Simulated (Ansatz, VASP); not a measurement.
# Two plane-wave programs on Ag

```
CELL_PARAMETERS angstrom
0.00000 2.05190 2.05190
2.05190 0.00000 2.05190
2.05190 2.05190 0.00000
ATOMIC_POSITIONS crystal
Ag 0.00000 0.00000 0.00000
```

Alike in both runs: task single point; functional r2SCAN; k mesh 3 × 3 × 3; occupations fermi-dirac, width 0.1 eV; no spin polarisation.

|  | VASP | Ansatz |
| --- | --- | --- |
| version | VASP 6.6.1 | Ansatz 0.2.0 |
| potentials or method | VASP PAW PBE potentials, release 64 (Ag), cutoff 520 eV | plane waves (500 eV) with PAW, scalar-relativistic |
| valence electrons in the cell | 11 | 19 |

Ansatz gave:

| Item | Value |
| --- | --- |
| pressure (GPa) | -3.3 |

Question: Which values does VASP return?

Answer: Pressure (GPa): -3.2.

VASP's potentials were made for PBE, not for r2SCAN. With one functional, cell and mesh, what is left measures potentials, basis and numerics. VASP's potentials hold 11 valence electrons a cell and Ansatz's 19, so a difference there can come from the potentials and not from the codes.

The k mesh is coarse, so the values compare programs but aren't converged.
